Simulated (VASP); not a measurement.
Runs of VASP 6.6.1 on Cs2Cu. The structure is that of space group Fd-3m (No. 227), or close to it. The cells are those of the table. 

```csv
task,cell,k mesh,cutoff (eV),gap on the mesh (eV),pressure (GPa)
single point,"a = 8.407 Å, angles 60.0°, 6 atoms",6 × 6 × 6,520,none,-0.5
relaxation of cell and atoms,"relaxed from a = 6.663 Å, angles 60.0°, 6 atoms",4 × 4 × 4,600,none,-0.1
single point,"a = 6.663 Å, angles 60.0°, 6 atoms",4 × 4 × 4,520,none,5.2
single point,"a = 8.223 Å, angles 60.0°, 6 atoms",4 × 4 × 4,520,none,(a)
```

Alike in all rows: level PBE; potentials or basis VASP PAW PBE potentials, release 64 (Cs_sv, Cu); no spin polarisation; smearing gaussian 0.1 eV.

Question: Fill in the values left out.

Answer: (a) 0.2.

Caveats: spin-orbit coupling is left out, which moves the levels of the heavy elements; the cell stands under pressure (at least some runs).

A k mesh can miss the band edges, and the runs leave out spin-orbit coupling on Cs.

A gap of «none» marks levels without a gap at the run's occupations.
